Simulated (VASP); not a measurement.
Be: single point with LDA

The system is Be, a slab with vacuum.

```xyz
6
Lattice="2.2262 0.0000 0.0000 0.0000 3.5166 0.0000 0.0000 0.0000 18.4986" Properties=species:S:1:pos:R:3 pbc="T T T"
Be    0.0000    2.6374    7.0000
Be    1.1131    0.8791    7.6427
Be    1.1131    2.6374    8.9280
Be    0.0000    0.8791    9.4577
Be    0.0000    2.6374   10.8599
Be    1.1131    0.8791   11.2999
```

- Program: VASP 6.6.1
- Task: single point
- Functional: LDA
- Potentials or basis: VASP PAW LDA potentials, release 64 (Be)
- Cutoff: 520 eV
- k mesh: 13 × 8 × 1
- Occupations: gaussian, width 0.1 eV
- Spin: no spin polarisation

- Largest force: 0.730 eV/Å
- Band gap on the k mesh: zero (band 6 reaches -0.37 eV, above the bottom of band 7 at -1.72 eV)

Forces in eV/Å, atoms in the order of the input:
```
Be   0.000  0.000  0.547
Be   0.000  0.000 -0.730
Be   0.000  0.000  0.153
Be   0.000  0.000  0.025
Be   0.000  0.000  0.021
Be   0.000  0.000 -0.015
```

Levels at points of the mesh, in eV from the Fermi level:
```
           k point  band 3  band 4  band 5  band 6  band 7  band 8  band 9  band 10
(0.00, 0.00, 0.00)   -4.82   -3.54   -2.83   -1.06    0.87    1.86    2.15     3.86
(0.00, 0.50, 0.00)   -6.16   -6.14   -2.87   -2.69   -0.12   -0.07    5.08     5.44
```

Run time: 59 s on 1 thread of Intel(R) Xeon(R) 6975P-C (Granite Rapids) (shared host), peak memory 0.22 GiB.
